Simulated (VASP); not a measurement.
# Cd (P6/mmm) in VASP: notebook

Runs on Cd. Level: PBE. Tasks: single point.

Everything below comes from runs of VASP 6.6.1. Logs are shortened: lines on timing, memory, paths and dates and some standing lists are left out, and cuts for length are marked.

### Step 1. The cell of the first run

It takes space group P6/mmm (No. 191, hexagonal). The conventional cell has a = 2.708 Å, b = 2.708 Å, c = 2.703 Å, α = 90.00°, β = 90.00°, γ = 120.00°. Cd (site symmetry 6/mmm) has 8 Cd at 2.70 to 2.71 Å within 3.6 Å.

### Step 2. Single point, PBE (volume scaled by 0.68)

Input file INCAR:

```
PREC     = Accurate       # precision mode
ENCUT    = 520            # plane-wave cutoff, eV
EDIFF    = 1E-6           # SCF threshold, eV
ISMEAR   = -1             # smearing method
SIGMA    = 0.1            # smearing width, eV
LREAL    = F              # projectors in reciprocal space
LASPH    = T              # aspherical terms in the spheres
NELM     = 80             # most SCF steps
ALGO     = Normal         # electronic algorithm
ISIF     = 2              # what is computed and relaxed
LWAVE    = F              # write WAVECAR
LCHARG   = F              # write CHGCAR
GGA      = PE             # functional
NBANDS   = 12             # bands
```

Input file KPOINTS:

```
Automatic mesh
0
Gamma
  14 14 13
```

Input file POSCAR:

```
Cd
1.0
    2.7083630178      0.0000000000      0.0000000000
   -1.3541815089      2.3455111761      0.0000000000
    0.0000000000      0.0000000000      2.7029400697
Cd
1
Direct
    0.0000000000      0.0000000000      0.0000000000
```

Potentials or basis: VASP PAW PBE potentials, release 64 (Cd).

The run is started by

```console
> cat potpaw_PBE.64/Cd/POTCAR > POTCAR
> mpirun -np 1 vasp_std > vasp.out
```

OUTCAR:

```text
PREC = Accurate
   ENCUT = 520
   EDIFF = 1E-6
   ISMEAR = -1
   LREAL = F
   LASPH = T
   NELM = 80
   ISIF = 2
   GGA = PE

 ion  position               nearest neighbor table
   1  0.000  0.000  0.000-

  LATTYP: Found a hexagonal cell.
 ALAT       =     2.7083630178
 C/A-ratio  =     0.9979977026

  Lattice vectors:

 A1 = (   2.7083630178,   0.0000000000,   0.0000000000)
 A2 = (  -1.3541815089,   2.3455111761,   0.0000000000)
 A3 = (   0.0000000000,   0.0000000000,   2.7029400697)

Analysis of symmetry for initial positions (statically):
=====================================================================
 Subroutine PRICEL returns:
 Original cell was already a primitive cell.

 Routine SETGRP: Setting up the symmetry group for a
 hexagonal supercell.

 Subroutine GETGRP returns: Found 24 space group operations
 (whereof 24 operations were pure point group operations)
 out of a pool of 24 trial point group operations.

The static configuration has the point symmetry D_6h.

Analysis of symmetry for dynamics (positions and initial velocities):
=====================================================================
 Subroutine PRICEL returns:
 Original cell was already a primitive cell.

 Routine SETGRP: Setting up the symmetry group for a
 hexagonal supercell.

 Subroutine GETGRP returns: Found 24 space group operations
 (whereof 24 operations were pure point group operations)
 out of a pool of 24 trial point group operations.

The dynamic configuration has the point symmetry D_6h.

 Subroutine INISYM returns: Found 24 space group operations
 (whereof 24 operations are pure point group operations),
 and found     1 'primitive' translations

----------------------------------------------------------------------------------------

                                     Primitive cell

  volume of cell :      17.1704

  direct lattice vectors                    reciprocal lattice vectors
     2.708363018  0.000000000  0.000000000     0.369226722  0.213173148  0.000000000
    -1.354181509  2.345511176  0.000000000     0.000000000  0.426346295  0.000000000
     0.000000000  0.000000000  2.702940070     0.000000000  0.000000000  0.369967507

  length of vectors
     2.708363018  2.708363018  2.702940070     0.426346295  0.426346295  0.369967507

  position of ions in fractional coordinates (direct lattice)
     0.000000000  0.000000000  0.000000000

[... 74 lines left out ...]
   NELM   =     80;   NELMIN=  2; NELMDL= -5     # of ELM steps
   EDIFF  = 0.1E-05   stopping-criterion for ELM
   LREAL  =      F    real-space projection
   EDIFFG = 0.1E-04   stopping-criterion for IOM
   NSW    =      0    number of steps for IOM
   IBRION =     -1    ionic relax: 0-MD 1-quasi-New 2-CG
   NFREE  =      0    steps in history (QN), initial steepest desc. (CG)
   ISIF   =      2    stress and relaxation
   ISYM   =      2    0-nonsym 1-usesym 2-fastsym
   POTIM  = 0.5000    time-step for ionic-motion
   TEBEG  =    0.0;   TEEND  =   0.0 temperature during run
   PSTRESS=    0.0 pullay stress
   NELECT =      12.0000    total number of electrons
   NUPDOWN=      -1.0000    fix difference up-down
   EMIN   =  10.00;   EMAX   =-10.00  energy-range for DOS
   EFERMI =   0.00;   METHOD = LEGACY
   ISMEAR =    -1;   SIGMA  =   0.10  broadening in eV -4-tet -1-fermi 0-gaus
   EFERMI_NEDOS =   21; number of points for ismear=-14 and -15
   IALGO  =     38    algorithm
   IMIX   =      4    mixing-type and parameters
     AMIX     =   0.40;   BMIX     =  1.00
     AMIX_MAG =   1.60;   BMIX_MAG =  1.00
  volume/ion in A,a.u.               =      17.17       115.87
  Fermi-wavevector in a.u.,A,eV,Ry     =   1.452808  2.745410 28.717163  2.110652
  Thomas-Fermi vector in A             =   2.570148
   LORBIT       =      0    0 simple, 1 ext, 2 COOP (PROOUT), +10 PAW based schemes
   GGA     = PE    functional components
   LHFCALC =     F    Hartree Fock is set to
   AEXX    =    0.0000 exact exchange contribution
   IVDW    =     0    specifies the selected vdW correction
   LEPSILON=     F    determine dielectric tensor
   LRPA    =     F    only Hartree local field effects (RPA)
 non-spin polarized calculation
  energy-cutoff  :      520.00
  volume of cell :       17.17
 maximum number of plane-waves:       472
   NGX = 11   NGY = 11   NGZ = 11

 number of electron      12.0000005 magnetization

 Free energy of the ion-electron system (eV)
  ---------------------------------------------------
  ext. energy  EPLUGINS =         0.00000000
  ---------------------------------------------------
  free energy    TOTEN  =        -0.00098980 eV

  energy without entropy =        0.01060072  energy(sigma->0) =        0.00480546

 E-fermi :   5.0058     XC(G=0): -12.2612

 val. band max:        4.9939457129   @ k =   0.4286   0.1429   0.3077
 cond. band min:       5.0689371393   @ k =   0.5000  -0.0000   0.3846
 fundamental gap:      0.0749914265
 Fermi energy:         5.0058394675

 k-point     1 :       0.0000    0.0000    0.0000
  band No.  band energies     occupation
      1      -6.6720      2.00000
      2      -5.8724      2.00000
      3      -5.2968      2.00000
      4      -5.2968      2.00000
      5      -3.8017      2.00000
      6      -3.8017      2.00000
      7      15.2908      0.00000
      8      20.3914      0.00000
      9      20.7358      0.00000
     10      22.8468      0.00000
     11      22.8468      0.00000
     12      26.2848      0.00000
[... 331 lines left out ...]
 k-point    24 :       0.3571    0.2857    0.0000
  band No.  band energies     occupation
      1      -5.7288      2.00000
      2      -5.4152      2.00000
      3      -4.9157      2.00000
      4      -4.5886      2.00000
      5      -4.4278      2.00000
      6       4.7109      1.90046
      7       5.2722      0.13031
      8       7.1252      0.00000
      9      23.3217      0.00000
     10      24.8244      0.00000
     11      25.8301      0.00000
     12      26.9408      0.00000

 [... further k-points ...]
[... 5 lines left out ...]
  --------------------------------------------------------------------------------------
  -------------------------------------------------------------------------------------
  Total        4.3601734      4.3601734      4.3162666      0.0000000     -0.0000000      0.0000000
  in kB      406.8492767    406.8492767    402.7523195      0.0000000     -0.0000000      0.0000000
  external PRESSURE =     405.4836243 kB  Pullay stress =       0.0000000 kB

 VOLUME and BASIS-vectors are now :
 -----------------------------------------------------------------------------
  energy-cutoff  :      520.00
  volume of cell :       17.17
      direct lattice vectors                 reciprocal lattice vectors
     2.708363018  0.000000000  0.000000000     0.369226722  0.213173148  0.000000000
    -1.354181509  2.345511176  0.000000000     0.000000000  0.426346295  0.000000000
     0.000000000  0.000000000  2.702940070     0.000000000  0.000000000  0.369967507

 POSITION                                       TOTAL-FORCE (eV/Angst)
 -----------------------------------------------------------------------------------
      0.00000      0.00000      0.00000        -0.000000      0.000000      0.000000
 -----------------------------------------------------------------------------------
    total drift:                                0.000000      0.000000      0.000000

  FREE ENERGIE OF THE ION-ELECTRON SYSTEM (eV)
  ---------------------------------------------------
  free  energy   TOTEN  =        -0.0009898029 eV

  energy  without entropy=        0.0106007241  energy(sigma->0) =        0.00480546
```

Wall time 8.6 s (1 thread of Intel Xeon 6975P-C (Granite Rapids), shared host); peak memory 0.14 GiB.

What came out:

- Free energy: -0.0010 eV
- Pressure: 40.5 GPa
- Band gap on the k mesh: zero (band 6 reaches 8.49 eV, above the bottom of band 7 at 2.20 eV)

Levels at points of the mesh, in eV from the Fermi level:
```
           k point  band 2  band 3  band 4  band 5  band 6  band 7  band 8  band 9  band 10  band 11
(0.00, 0.00, 0.00)  -10.88  -10.30  -10.30   -8.81   -8.81   10.28   15.39   15.73    17.84    17.84
(0.50, 0.00, 0.00)  -10.70   -9.84   -9.03   -8.47   -3.47   -0.68   10.22   15.65    16.26    17.76
```

Caveat: the cell differs from its parent crystal (volume scaled by 0.68).

### Step 3. Single point, PBE

This run uses another cell than the first one, of 19.19 Å³/atom, 1.118 times its volume.

Input file INCAR:

```
  PREC = Accurate
  ENCUT = 520
  EDIFF = 1E-6
  ISMEAR = -1
  SIGMA = 0.1
  LREAL = F
  LASPH = T
  NELM = 80
  ALGO = Normal
  ISIF = 2
  LWAVE = F
  LCHARG = F
  GGA = PE
  NBANDS = 12
```

Input file KPOINTS:

```
regular mesh
0
Gamma
  14 14 13
```

Input file POSCAR:

```
Cd
1.0
    2.8034703717      0.0000000000      0.0000000000
   -1.4017351859      2.4278765607      0.0000000000
    0.0000000000      0.0000000000      2.8194403105
Cd
1
Direct
    0.0000000000      0.0000000000      0.0000000000
```

Potentials or basis: VASP PAW PBE potentials, release 64 (Cd).

The run is started by

```console
> cat potpaw_PBE.64/Cd/POTCAR > POTCAR
> mpirun -np 1 vasp_std > vasp.out
```

Run time: 13 s. Hardware: 1 thread of Intel Xeon 6975P-C (Granite Rapids), shared host; peak memory 0.16 GiB.

Results (log left out):

- Free energy: -0.3792 eV
- Pressure: 21.3 GPa
- Band gap on the k mesh: zero (band 6 reaches 7.30 eV, above the bottom of band 7 at 1.16 eV)

Stress tensor (GPa, compression positive):
```
21.35  0.00  0.00
 0.00 21.35  0.00
 0.00  0.00 21.17
```

Levels at points of the mesh, in eV from the Fermi level:
```
           k point  band 4  band 5  band 6  band 7  band 8  band 9
(0.00, 0.00, 0.00)   -9.79   -8.59   -8.59    9.55   14.45   15.14
(0.50, 0.00, 0.00)   -8.77   -8.29   -2.89   -0.86    9.77   14.66
```

### Step 4. Single point, PBE

Edit INCAR of step 3 so:

```diff
@@ -11,4 +11,6 @@
   LWAVE = F
-  LCHARG = F
+  LCHARG = T
   GGA = PE
+  LELF = T
+  LVHAR = T
   NBANDS = 12
```

Input file KPOINTS:

```
Automatic mesh
0
Gamma
  14 14 13
```

Input file POSCAR:

```
Cd
1.0
    2.8034703717      0.0000000000      0.0000000000
   -1.4017351859      2.4278765606      0.0000000000
    0.0000000000      0.0000000000      2.8194403105
Cd
1
Direct
    0.0000000000      0.0000000000      0.0000000000
```

The run is started by

```console
> cat potpaw_PBE.64/Cd/POTCAR > POTCAR
> mpirun -np 1 vasp_std > vasp.out
```

Wall time 11 s (1 thread of Intel Xeon 6975P-C (Granite Rapids), shared host); peak memory 0.16 GiB.

Results (log left out):

| Property | Result |
| --- | --- |
| Free energy | -0.3792 eV |
| Pressure | 21.3 GPa |
| Band gap on the k mesh | zero (band 6 reaches 7.30 eV, above the bottom of band 7 at 1.16 eV) |

Stress tensor (GPa, compression positive):
```
21.35  0.00  0.00
 0.00 21.35  0.00
 0.00  0.00 21.17
```

Levels at points of the mesh, in eV from the Fermi level:
```csv
k point,band 4,band 5,band 6,band 7,band 8,band 9
"(0.00, 0.00, 0.00)",-9.79,-8.59,-8.59,9.55,14.45,15.14
"(0.50, 0.00, 0.00)",-8.77,-8.29,-2.89,-0.86,9.77,14.66
```

### Step 5. Single point, PBE

This run uses another cell than the first one, of 21.21 Å³/atom, 1.235 times its volume.

Input file INCAR:

```
SYSTEM = Cd
PREC = Accurate
ENCUT = 520
EDIFF = 1E-6
ISMEAR = -1
SIGMA = 0.1
LREAL = .FALSE.
LASPH = .TRUE.
NELM = 80
ALGO = Normal
ISIF = 2
LWAVE = .FALSE.
LCHARG = .FALSE.
GGA = PE
NBANDS = 12
```

Input file KPOINTS:

```
regular mesh
0
G
  14 14 13
  0 0 0
```

Input file POSCAR:

```
Cd
1.0
    2.8901621525      0.0000000000      0.0000000000
   -1.4450810762      2.5029538451      0.0000000000
    0.0000000000      0.0000000000      2.9320820603
Cd
1
Direct
    0.0000000000      0.0000000000      0.0000000000
```

The run is started by

```console
> cat potpaw_PBE.64/Cd/POTCAR > POTCAR
> mpirun -np 1 vasp_std > vasp.out
```

Run time: 11 s. Hardware: 1 thread of Intel Xeon 6975P-C (Granite Rapids), shared host; peak memory 0.16 GiB.

Results (log left out):

```yaml
Free_energy: -0.5724 eV
Pressure: 10.4 GPa
Band_gap_on_the_k_mesh: zero (band 6 reaches 6.33 eV, above the bottom of band 7 at 0.46 eV)
```

Stress tensor (GPa, compression positive):
```
10.39  0.00  0.00
 0.00 10.39  0.00
 0.00  0.00 10.29
```

Levels at points of the mesh, in eV from the Fermi level:
```csv
k point,band 4,band 5,band 6,band 7,band 8,band 9
"(0.00, 0.00, 0.00)",-9.05,-8.45,-8.45,8.86,13.34,14.87
"(0.50, 0.00, 0.00)",-8.60,-8.18,-2.42,-0.99,9.37,13.84
```

### Step 6. Summary

```csv
cell,gap on the mesh (eV),pressure (GPa)
"a = 2.708, b = 2.708, c = 2.703 Å, angles 90.0, 90.0, 120.0°, 1 atom",none,40.5
"a = 2.803, b = 2.803, c = 2.819 Å, angles 90.0, 90.0, 120.0°, 1 atom",none,21.3
"a = 2.890, b = 2.890, c = 2.932 Å, angles 90.0, 90.0, 120.0°, 1 atom",none,10.4
```

Alike in all rows: task single point; level PBE; potentials or basis VASP PAW PBE potentials, release 64 (Cd); no spin polarisation; k mesh 14 × 14 × 13; cutoff (eV) 520; smearing fermi-dirac 0.1 eV.

Absolute energies hang on the potentials; compare differences alone.
